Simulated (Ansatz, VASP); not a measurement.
AlAu2: VASP beside Ansatz

Contents of INCAR:

```
SYSTEM = AlAu2
PREC = Accurate
ENCUT = 520
EDIFF = 1E-6
ISMEAR = 0
SIGMA = 0.15
LREAL = .FALSE.
LASPH = .TRUE.
NELM = 60
ALGO = Fast
ISIF = 2
LWAVE = .FALSE.
LCHARG = .TRUE.
GGA = CA
LELF = .TRUE.
LVHAR = .TRUE.
NBANDS = 20
```

The input KPOINTS:

```
Automatic mesh
0
G
  16 16 16
  0 0 0
```

File POSCAR:

```
AlAu2
1.0
   -1.6827788245      1.6827788245      4.1734597627
    1.6827788245     -1.6827788245      4.1734597627
    1.6827788245      1.6827788245     -4.1734597627
Al Au
1 2
Direct
    0.0000000000      0.0000000000      0.0000000000
    0.6570428093      0.6570428093      0.0000000000
    0.3429571907      0.3429571907      0.0000000000
```

Input for Ansatz:

```yaml
crystal:
  lattice:
    - [-1.6827788245, 1.6827788245, 4.1734597627]
    - [1.6827788245, -1.6827788245, 4.1734597627]
    - [1.6827788245, 1.6827788245, -4.1734597627]
  atoms:
    - { symbol: Al, position: [0.0, 0.0, 0.0] }
    - { symbol: Au, position: [0.6570428093, 0.6570428093, 0.0] }
    - { symbol: Au, position: [0.3429571907, 0.3429571907, 0.0] }
basis:
  ecutwfc: 420
kpoints:
  mp_grid: { grid: [16, 16, 16] }
hamiltonian:
  xc: lda
scf:
  occupations: { method: gaussian, width: 0.15 }
output:
  forces: true
  stress: true
  eigenvalues: true
```

Alike in both runs: task single point; functional LDA; k mesh 16 × 16 × 16; occupations gaussian, width 0.15 eV; no spin polarisation.

|  | VASP | Ansatz |
| --- | --- | --- |
| version | VASP 6.6.1 | Ansatz 0.2.0 |
| potentials or method | VASP PAW LDA potentials, release 64 (Al, Au), cutoff 520 eV | scalar-relativistic, plane waves, PAW |
| valence electrons in the cell | 25 | 41 |

Ansatz gave:

```
gap on the k mesh at the Fermi level (eV)                     : none
pressure (GPa)                                                : 1.5
traceless stress, the component that is largest in VASP (GPa) : 4.65
rms of the force components (eV/Å)                            : 0.309
```

Question: Estimate VASP's values.

Answer: gap on the k mesh at the Fermi level (eV): none; pressure (GPa): 1.9; traceless stress, the component that is largest in VASP (GPa): 4.81; rms of the force components (eV/Å): 0.315.

LDA's correlation is that of Perdew and Zunger in VASP and of Perdew and Wang (1992) in Ansatz. Atom by atom the forces differ by 0.007 eV/Å (rms over components). A gap of «none» marks a metal or a gap that the smearing closes. VASP's potentials hold 25 valence electrons a cell and Ansatz's 41, so a difference there can come from the potentials and not from the codes.

Neither program's run includes spin-orbit coupling.
